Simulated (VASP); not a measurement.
A run of VASP 6.6.1:

File INCAR:

```
ALGO = Normal ; DIPOL = 0.5 0.5 0.295
EDIFF = 1E-6 ; ENCUT = 520
GGA = PE ; IDIPOL = 3
ISIF = 2 ; ISMEAR = 0
LASPH = True ; LCHARG = False
LDIPOL = True ; LREAL = False
LWAVE = False ; NBANDS = 36
NELM = 100 ; PREC = Accurate
SIGMA = 0.1
```

Contents of KPOINTS:

```
k-points
0
Gamma
  5 5 1
```

The input POSCAR:

```
Al6N
1.0
    5.7143028096      0.0000000000      0.0000000000
    0.0000000000      5.7143028096      0.0000000000
    0.0000000000      0.0000000000     22.1750227687
Al N
12 2
Direct
    0.2500000000      0.2500000000      0.1803831293
    0.2500000000      0.7500000000      0.1803831293
    0.7500000000      0.2500000000      0.1803831293
    0.7500000000      0.7500000000      0.1803831293
    0.0000000000      0.0000000000      0.2744094920
    0.0000000000      0.5000000000      0.2744094920
    0.5000000000      0.0000000000      0.2744094920
    0.5000000000      0.5000000000      0.2744094920
    0.2500000000      0.2500000000      0.3686590473
    0.2500000000      0.7500000000      0.3686590473
    0.7500000000      0.2500000000      0.3686590473
    0.7500000000      0.7500000000      0.3686590473
    0.3889628322      0.5000000000      0.4191663236
    0.6110371678      0.5000000000      0.4191663236
```

Potentials or basis: VASP PAW PBE potentials, release 64 (Al, N).

Command:

```console
$ cat potpaw_PBE.64/Al/POTCAR potpaw_PBE.64/N/POTCAR > POTCAR
$ mpirun -np 1 vasp_std > vasp.out
```

Hardware: 1 thread of Intel(R) Xeon(R) Platinum 8259CL CPU @ 2.50GHz (Skylake/Cascade Lake) (shared host).

Problem. Estimate the wall time of this run.

Solution. Wall time 12 min on 1 thread of Intel(R) Xeon(R) Platinum 8259CL CPU @ 2.50GHz (Skylake/Cascade Lake), on a shared host, peak memory 0.69 GiB. Counts: scf iterations 26, k points 9.
